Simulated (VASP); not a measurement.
# NaCl (Pm-3m) in VASP: notebook

Runs on NaCl. Level: PBE. Tasks: density of states, electric field gradients.

All numbers are computed with VASP 6.6.1; they aren't measurements. Logs are shortened: lines on timing, memory, paths and dates and some standing lists are left out, and cuts for length are marked.

### 1 The cell of the first run

It takes space group Pm-3m (No. 221, cubic). The conventional cell has a = 2.860 Å, b = 2.860 Å, c = 2.860 Å, α = 90.00°, β = 90.00°, γ = 90.00°. Within 3.3 Å of Na (site symmetry m-3m) lie 8 Cl at 2.48 Å and 6 Na at 2.86 Å. Cl (site symmetry m-3m) has 8 Na at 2.48 Å and 6 Cl at 2.86 Å within 3.3 Å.

### 2 Density of states, PBE

Input file POSCAR:

```
NaCl
1.0
    2.8600000000      0.0000000000      0.0000000000
    0.0000000000      2.8600000000      0.0000000000
    0.0000000000      0.0000000000      2.8600000000
Na Cl
1 1
Direct
    0.0000000000      0.0000000000      0.0000000000
    0.5000000000      0.5000000000      0.5000000000
```

Input file INCAR.step1:

```
SYSTEM = NaCl
PREC = Accurate ; ENCUT = 520
EDIFF = 1E-6 ; ISMEAR = -1
SIGMA = 0.03 ; LREAL = .FALSE.
LASPH = .TRUE. ; NELM = 60
ALGO = Normal ; ISIF = 2
LWAVE = .FALSE. ; LCHARG = .TRUE.
GGA = PE ; NBANDS = 14
```

Input file KPOINTS.step1:

```
Automatic mesh
0
G
  9 9 9
  0 0 0
```

Input file INCAR.step2:

```
SYSTEM = NaCl
PREC = Accurate ; ENCUT = 520
EDIFF = 1E-6 ; ISMEAR = -5
SIGMA = 0.03 ; LREAL = .FALSE.
LASPH = .TRUE. ; NELM = 60
ALGO = Normal ; ISIF = 2
LWAVE = .FALSE. ; LCHARG = .FALSE.
GGA = PE ; LORBIT = 11
NEDOS = 2001 ; ICHARG = 11
```

Input file KPOINTS.step2:

```
Automatic mesh
0
G
  14 14 14
  0 0 0
```

Potentials or basis: VASP PAW PBE potentials, release 64 (Na_pv, Cl).

The run is started by

```sh
> cat potpaw_PBE.64/Na_pv/POTCAR potpaw_PBE.64/Cl/POTCAR > POTCAR
> cp INCAR.step1 INCAR
> cp KPOINTS.step1 KPOINTS
> mpirun -np 1 vasp_std > vasp.out
> cp INCAR.step2 INCAR
> cp KPOINTS.step2 KPOINTS
> mpirun -np 1 vasp_std > vasp.out
```

OUTCAR:

```text
SYSTEM = NaCl
   PREC = Accurate
   ENCUT = 520
   EDIFF = 1E-6
   ISMEAR = -5
   LREAL = .FALSE.
   LASPH = .TRUE.
   NELM = 60
   ISIF = 2
   GGA = PE
   LORBIT = 11
   ICHARG = 11

 ion  position               nearest neighbor table
   1  0.000  0.000  0.000-   2 2.48   2 2.48   2 2.48   2 2.48   2 2.48   2 2.48   2 2.48   2 2.48

   2  0.500  0.500  0.500-   1 2.48   1 2.48   1 2.48   1 2.48   1 2.48   1 2.48   1 2.48   1 2.48

  LATTYP: Found a simple cubic cell.
 ALAT       =     2.8600000000

  Lattice vectors:

 A1 = (   2.8600000000,   0.0000000000,   0.0000000000)
 A2 = (   0.0000000000,   2.8600000000,   0.0000000000)
 A3 = (   0.0000000000,   0.0000000000,   2.8600000000)

Analysis of symmetry for initial positions (statically):
=====================================================================
 Subroutine PRICEL returns:
 Original cell was already a primitive cell.

 Routine SETGRP: Setting up the symmetry group for a
 simple cubic supercell.

 Subroutine GETGRP returns: Found 48 space group operations
 (whereof 48 operations were pure point group operations)
 out of a pool of 48 trial point group operations.

The static configuration has the point symmetry O_h .

Analysis of symmetry for dynamics (positions and initial velocities):
=====================================================================
 Subroutine PRICEL returns:
 Original cell was already a primitive cell.

 Routine SETGRP: Setting up the symmetry group for a
 simple cubic supercell.

 Subroutine GETGRP returns: Found 48 space group operations
 (whereof 48 operations were pure point group operations)
 out of a pool of 48 trial point group operations.

The dynamic configuration has the point symmetry O_h .

 Subroutine INISYM returns: Found 48 space group operations
 (whereof 48 operations are pure point group operations),
 and found     1 'primitive' translations

----------------------------------------------------------------------------------------

                                     Primitive cell

  volume of cell :      23.3937

  direct lattice vectors                    reciprocal lattice vectors
     2.860000000  0.000000000  0.000000000     0.349650350  0.000000000  0.000000000
     0.000000000  2.860000000  0.000000000     0.000000000  0.349650350  0.000000000
     0.000000000  0.000000000  2.860000000     0.000000000  0.000000000  0.349650350

  length of vectors
     2.860000000  2.860000000  2.860000000     0.349650350  0.349650350  0.349650350

  position of ions in fractional coordinates (direct lattice)
     0.000000000  0.000000000  0.000000000
     0.500000000  0.500000000  0.500000000

  ion indices of the primitive-cell ions
   primitive index   ion index
                 1           1
                 2           2

----------------------------------------------------------------------------------------

 KPOINTS: Automatic mesh

Automatic generation of k-mesh.
 Grid dimensions read from file:
 generate k-points for:   14   14   14

 Generating k-lattice:

  Cartesian coordinates                     Fractional coordinates (reciprocal lattice)
     0.024975025  0.000000000  0.000000000     0.071428571  0.000000000  0.000000000
     0.000000000  0.024975025  0.000000000     0.000000000  0.071428571  0.000000000
     0.000000000  0.000000000  0.024975025     0.000000000  0.000000000  0.071428571

  Length of vectors
     0.024975025  0.024975025  0.024975025

  Shift w.r.t. Gamma in fractional coordinates (k-lattice)
     0.000000000  0.000000000  0.000000000

 TETIRR: Found   1360 inequivalent tetrahedra from    16464

 Subroutine IBZKPT returns following result:
 ===========================================

 Found    120 irreducible k-points:

 Following reciprocal coordinates:
            Coordinates               Weight
  0.000000  0.000000  0.000000      1.000000
  0.071429  0.000000  0.000000      6.000000
  0.142857  0.000000  0.000000      6.000000
  0.214286  0.000000  0.000000      6.000000
  0.285714  0.000000  0.000000      6.000000
  0.357143  0.000000  0.000000      6.000000
[... 16 lines left out ...]
  0.285714  0.214286  0.000000     24.000000
  0.357143  0.214286  0.000000     24.000000
 [... further k-points ...]
   k-points           NKPTS =    120   k-points in BZ     NKDIM =    120   number of bands    NBANDS=     11
   number of dos      NEDOS =   2001   number of ions     NIONS =      2
   total plane-waves  NPLWV =  13824
   dimension x,y,z NGX =    24 NGY =   24 NGZ =   24
   dimension x,y,z NGXF=    48 NGYF=   48 NGZF=   48
   ions per type =               1   1
   NGX,Y,Z   is equivalent  to a cutoff of  13.95, 13.95, 13.95 a.u.
   NGXF,Y,Z  is equivalent  to a cutoff of  27.90, 27.90, 27.90 a.u.
 SYSTEM =  NaCl
   PREC   = accura    normal or accurate (medium, high low for compatibility)
   ISTART =      0    job   : 0-new  1-cont  2-samecut
   ICHARG =     11    charge: 1-file 2-atom 10-const
   ISPIN  =      1    spin polarized calculation?
   LNONCOLLINEAR =      F non collinear calculations
   LSORBIT =      F    spin-orbit coupling
   LASPH  =      T    aspherical Exc in radial PAW
   ENCUT  =  520.0 eV  38.22 Ry    6.18 a.u.   5.32  5.32  5.32*2*pi/ulx,y,z
   NELM   =     60;   NELMIN=  2; NELMDL=  0     # of ELM steps
   EDIFF  = 0.1E-05   stopping-criterion for ELM
   LREAL  =      F    real-space projection
   EDIFFG = 0.1E-04   stopping-criterion for IOM
   NSW    =      0    number of steps for IOM
   IBRION =     -1    ionic relax: 0-MD 1-quasi-New 2-CG
   NFREE  =      0    steps in history (QN), initial steepest desc. (CG)
   ISIF   =      2    stress and relaxation
   ISYM   =      2    0-nonsym 1-usesym 2-fastsym
   POTIM  = 0.5000    time-step for ionic-motion
   TEBEG  =    0.0;   TEEND  =   0.0 temperature during run
   PSTRESS=    0.0 pullay stress
   NELECT =      14.0000    total number of electrons
   NUPDOWN=      -1.0000    fix difference up-down
   EMIN   =  10.00;   EMAX   =-10.00  energy-range for DOS
   EFERMI =   0.00;   METHOD = LEGACY
   ISMEAR =    -5;   SIGMA  =   0.03  broadening in eV -4-tet -1-fermi 0-gaus
   EFERMI_NEDOS =   21; number of points for ismear=-14 and -15
   IALGO  =     38    algorithm
   IMIX   =      4    mixing-type and parameters
     AMIX     =   0.40;   BMIX     =  1.00
     AMIX_MAG =   1.60;   BMIX_MAG =  1.00
  volume/ion in A,a.u.               =      11.70        78.93
  Fermi-wavevector in a.u.,A,eV,Ry     =   1.379595  2.607056 25.895713  1.903281
  Thomas-Fermi vector in A             =   2.504550
   LORBIT       =     11    0 simple, 1 ext, 2 COOP (PROOUT), +10 PAW based schemes
   GGA     = PE    functional components
   LHFCALC =     F    Hartree Fock is set to
   AEXX    =    0.0000 exact exchange contribution
   IVDW    =     0    specifies the selected vdW correction
   LEPSILON=     F    determine dielectric tensor
   LRPA    =     F    only Hartree local field effects (RPA)
 non-spin polarized calculation
 Fermi weights with tetrahedron method with Bloechl corrections
  energy-cutoff  :      520.00
  volume of cell :       23.39
 maximum number of plane-waves:       651
 NGX is ok and might be reduce to    24

 number of electron      13.9999997 magnetization

 Free energy of the ion-electron system (eV)
  ---------------------------------------------------
  ext. energy  EPLUGINS =         0.00000000
  ---------------------------------------------------
  free energy    TOTEN  =        -4.19997288 eV

  energy without entropy =       -4.19997288  energy(sigma->0) =       -4.19997288

 E-fermi :   6.8239     XC(G=0): -11.3704

 val. band max:        6.8066940585   @ k =   0.5000   0.5000   0.0000
 cond. band min:      11.2233531950   @ k =   0.5000   0.5000   0.0000
 fundamental gap:      4.4166591365
 Fermi energy:         6.8238925818

 k-point     1 :       0.0000    0.0000    0.0000
  band No.  band energies     occupation
      1     -15.8942      2.00000
      2     -15.8942      2.00000
      3     -15.8942      2.00000
      4     -10.1685      2.00000
      5       5.5485      2.00000
      6       5.5485      2.00000
      7       5.5485      2.00000
      8      13.4865      0.00000
      9      13.4865      0.00000
     10      14.2502      0.00000
     11      24.6377      0.00000

 k-point     2 :       0.0714    0.0000    0.0000
  band No.  band energies     occupation
      1     -15.9177      2.00000
      2     -15.8924      2.00000
      3     -15.8924      2.00000
      4     -10.0997      2.00000
      5       5.1182      2.00000
      6       5.5700      2.00000
      7       5.5700      2.00000
      8      13.5672      0.00000
      9      13.8122      0.00000
     10      14.5648      0.00000
     11      24.1712      0.00000

 k-point     3 :       0.1429    0.0000    0.0000
  band No.  band energies     occupation
      1     -15.9823      2.00000
      2     -15.8874      2.00000
      3     -15.8874      2.00000
      4      -9.9022      2.00000
      5       4.0981      2.00000
      6       5.6310      2.00000
      7       5.6310      2.00000
      8      13.8064      0.00000
      9      14.2212      0.00000
     10      15.7809      0.00000
     11      23.1119      0.00000
[... 267 lines left out ...]
 k-point    23 :       0.2857    0.2143    0.0000
  band No.  band energies     occupation
      1     -16.1298      2.00000
      2     -15.9980      2.00000
      3     -15.8598      2.00000
      4      -8.8518      2.00000
      5       2.1346      2.00000
      6       3.4805      2.00000
      7       6.0616      2.00000
      8      15.4617      0.00000
      9      16.0786      0.00000
     10      18.7309      0.00000
     11      20.9525      0.00000

 k-point    24 :       0.3571    0.2143    0.0000
  band No.  band energies     occupation
      1     -16.1949      2.00000
      2     -15.9868      2.00000
      3     -15.8532      2.00000
      4      -8.5630      2.00000
      5       1.2452      2.00000
      6       3.6843      2.00000
      7       6.1832      2.00000
      8      15.3040      0.00000
      9      15.9926      0.00000
     10      19.1709      0.00000
     11      20.2719      0.00000

 [... further k-points ...]

------------------------ aborting loop because EDIFF is reached ----------------------------------------

  FORCE on cell =-STRESS in cart. coord.  units (eV):
  Direction    XX          YY          ZZ          XY          YZ          ZX
  --------------------------------------------------------------------------------------
  -------------------------------------------------------------------------------------
  Total        9.5097725      9.5097725      9.5097725     -0.0000000     -0.0000000     -0.0000000
  in kB      651.3022948    651.3022948    651.3022948     -0.0000000     -0.0000000     -0.0000000
  external PRESSURE =     651.3022948 kB  Pullay stress =       0.0000000 kB

 VOLUME and BASIS-vectors are now :
 -----------------------------------------------------------------------------
  energy-cutoff  :      520.00
  volume of cell :       23.39
      direct lattice vectors                 reciprocal lattice vectors
     2.860000000  0.000000000  0.000000000     0.349650350  0.000000000  0.000000000
     0.000000000  2.860000000  0.000000000     0.000000000  0.349650350  0.000000000
     0.000000000  0.000000000  2.860000000     0.000000000  0.000000000  0.349650350

 POSITION                                       TOTAL-FORCE (eV/Angst)
 -----------------------------------------------------------------------------------
      0.00000      0.00000      0.00000         0.000000      0.000000      0.000000
      1.43000      1.43000      1.43000         0.000000      0.000000      0.000000
 -----------------------------------------------------------------------------------
    total drift:                               -0.000000     -0.000000     -0.000000

  FREE ENERGIE OF THE ION-ELECTRON SYSTEM (eV)
  ---------------------------------------------------
  free  energy   TOTEN  =        -4.1999728810 eV

  energy  without entropy=       -4.1999728810  energy(sigma->0) =       -4.19997288

 total charge

# of ion       s       p       d       tot
------------------------------------------
    1        0.097   6.055   0.000   6.152
    2        1.614   3.779   0.000   5.393
--------------------------------------------------
tot          1.710   9.835   0.000  11.545
```

It took 13 s on 1 thread of AMD EPYC 9R45 (Zen 5), shared host; peak memory 0.12 GiB.

Results:

```yaml
Valence_electrons_inside_the_program's_atomic_spheres: Na 6.15; Cl 5.39
```

### 3 Electric field gradients, PBE

Input file INCAR:

```
SYSTEM = NaCl
PREC = Accurate
ENCUT = 520
EDIFF = 1E-8
ISMEAR = -1
SIGMA = 0.03
LREAL = .FALSE.
LASPH = .TRUE.
NELM = 80
ALGO = Normal
ISIF = 2
LWAVE = .FALSE.
LCHARG = .FALSE.
GGA = PE
LEFG = .TRUE.
NBANDS = 14
```

Input file KPOINTS:

```
Automatic mesh
0
G
  4 4 4
  0 0 0
```

POSCAR is that of step 2.

Potentials or basis: VASP PAW PBE potentials, release 64 (Na_pv, Cl).

The run is started by

```sh
> cat potpaw_PBE.64/Na_pv/POTCAR potpaw_PBE.64/Cl/POTCAR > POTCAR
> mpirun -np 1 vasp_std > vasp.out
```

OUTCAR:

```text
SYSTEM = NaCl
   PREC = Accurate
   ENCUT = 520
   EDIFF = 1E-8
   ISMEAR = -1
   LREAL = .FALSE.
   LASPH = .TRUE.
   NELM = 80
   ISIF = 2
   GGA = PE

 ion  position               nearest neighbor table
   1  0.000  0.000  0.000-   2 2.48   2 2.48   2 2.48   2 2.48   2 2.48   2 2.48   2 2.48   2 2.48

   2  0.500  0.500  0.500-   1 2.48   1 2.48   1 2.48   1 2.48   1 2.48   1 2.48   1 2.48   1 2.48

  LATTYP: Found a simple cubic cell.
 ALAT       =     2.8600000000

  Lattice vectors:

 A1 = (   2.8600000000,   0.0000000000,   0.0000000000)
[... 367 lines left out ...]
  free  energy   TOTEN  =        -4.1443897317 eV

  energy  without entropy=       -4.1443897317  energy(sigma->0) =       -4.14438973

 Electric field gradients (V/A^2)
---------------------------------------------------------------------
 ion       V_xx      V_yy      V_zz      V_xy      V_xz      V_yz
---------------------------------------------------------------------
   1      -0.000     0.000    -0.000     0.000    -0.000    -0.000
   2      -0.000    -0.000    -0.000     0.000     0.000     0.000
---------------------------------------------------------------------

 Electric field gradients after diagonalization (V/A^2)
 (convention: |V_zz| > |V_xx| > |V_yy|)
----------------------------------------------------------------------
 ion       V_xx      V_yy      V_zz     asymmetry (V_yy - V_xx)/ V_zz
----------------------------------------------------------------------
   1       0.000    -0.000    -0.000       0.483
   2      -0.000    -0.000    -0.000      -0.572
----------------------------------------------------------------------

           NMR quadrupolar parameters

 Cq : quadrupolar parameter    Cq=e*Q*V_zz/h
 eta: asymmetry parameters     (V_yy - V_xx)/ V_zz
 Q  : nuclear electric quadrupole moment in mb (millibarn)
----------------------------------------------------------------------
 ion       Cq(MHz)       eta       Q (mb)
----------------------------------------------------------------------
   1      -0.000       0.483       1.000
   2      -0.000      -0.572       1.000
----------------------------------------------------------------------
```

stdout:

```text
POSCAR found type information on POSCAR NaCl
 POSCAR found :  2 types and       2 ions
 scaLAPACK will be used
 LDA part: xc-table for (Slater+PW92), standard interpolation
 POSCAR, INCAR and KPOINTS ok, starting setup
 FFT: planning ... GRIDC
 FFT: planning ... GRID_SOFT
 FFT: planning ... GRID
 WAVECAR not read
 entering main loop
ion   1

ion   2
```

It took 3.2 s on 1 thread of Intel Xeon Platinum 8488C (Sapphire Rapids), shared host; peak memory 0.13 GiB.

Results:

* Free energy: -4.1444 eV
* Pressure: 66.3 GPa
* Band gap on the k mesh: 4.39 eV, direct

Caveat: the k points lie up to 0.55 Å⁻¹ apart; without QUAD_EFG the Cq values of the log hold for a quadrupole moment of 1 mb, not for the nuclei. PBE gaps usually lie below the measured ones, often by a third to a half.

### 4 Electric field gradients, PBE

Input file INCAR:

```
ALGO = Normal ; EDIFF = 1E-8
ENCUT = 520 ; GGA = PE
ISIF = 2 ; ISMEAR = -1
ISYM = 0 ; LASPH = True
LCHARG = False ; LEFG = True
LREAL = False ; LWAVE = False
NBANDS = 14 ; NELM = 80
PREC = Accurate ; SIGMA = 0.03
```

Input file KPOINTS:

```
k-points
0
Gamma
  4 4 4
```

POSCAR is that of step 3.

Potentials or basis: VASP PAW PBE potentials, release 64 (Na_pv, Cl).

The run is started by

```sh
> cat potpaw_PBE.64/Na_pv/POTCAR potpaw_PBE.64/Cl/POTCAR > POTCAR
> mpirun -np 1 vasp_std > vasp.out
```

OUTCAR:

```text
EDIFF = 1E-8
   ENCUT = 520
   GGA = PE
   ISIF = 2
   ISMEAR = -1
   ISYM = 0
   LASPH = True
   LREAL = False
   NELM = 80
   PREC = Accurate

 ion  position               nearest neighbor table
   1  0.000  0.000  0.000-   2 2.48   2 2.48   2 2.48   2 2.48   2 2.48   2 2.48   2 2.48   2 2.48

   2  0.500  0.500  0.500-   1 2.48   1 2.48   1 2.48   1 2.48   1 2.48   1 2.48   1 2.48   1 2.48

IMPORTANT INFORMATION: All symmetrisations will be switched off!
NOSYMM: (Re-)initialisation of all symmetry stuff for point group C_1.

----------------------------------------------------------------------------------------
[... 589 lines left out ...]

 Electric field gradients (V/A^2)
---------------------------------------------------------------------
 ion       V_xx      V_yy      V_zz      V_xy      V_xz      V_yz
---------------------------------------------------------------------
   1       0.000    -0.000    -0.000     0.000    -0.000    -0.000
   2       0.000     0.000    -0.000     0.000    -0.000    -0.000
---------------------------------------------------------------------

 Electric field gradients after diagonalization (V/A^2)
 (convention: |V_zz| > |V_xx| > |V_yy|)
----------------------------------------------------------------------
 ion       V_xx      V_yy      V_zz     asymmetry (V_yy - V_xx)/ V_zz
----------------------------------------------------------------------
   1       0.000     0.000    -0.000       0.508
   2       0.000     0.000    -0.000       0.192
----------------------------------------------------------------------

           NMR quadrupolar parameters

 Cq : quadrupolar parameter    Cq=e*Q*V_zz/h
 eta: asymmetry parameters     (V_yy - V_xx)/ V_zz
 Q  : nuclear electric quadrupole moment in mb (millibarn)
----------------------------------------------------------------------
 ion       Cq(MHz)       eta       Q (mb)
----------------------------------------------------------------------
   1      -0.000       0.508       1.000
   2      -0.000       0.192       1.000
----------------------------------------------------------------------
```

It took 6.2 s on 1 thread of Intel Xeon Platinum 8488C (Sapphire Rapids), shared host; peak memory 0.13 GiB.

Results:

* Free energy: -4.1444 eV
* Pressure: 66.3 GPa
* Band gap on the k mesh: 4.39 eV, direct

Caveat: the k points lie up to 0.55 Å⁻¹ apart; without QUAD_EFG the Cq values of the log hold for a quadrupole moment of 1 mb, not for the nuclei.
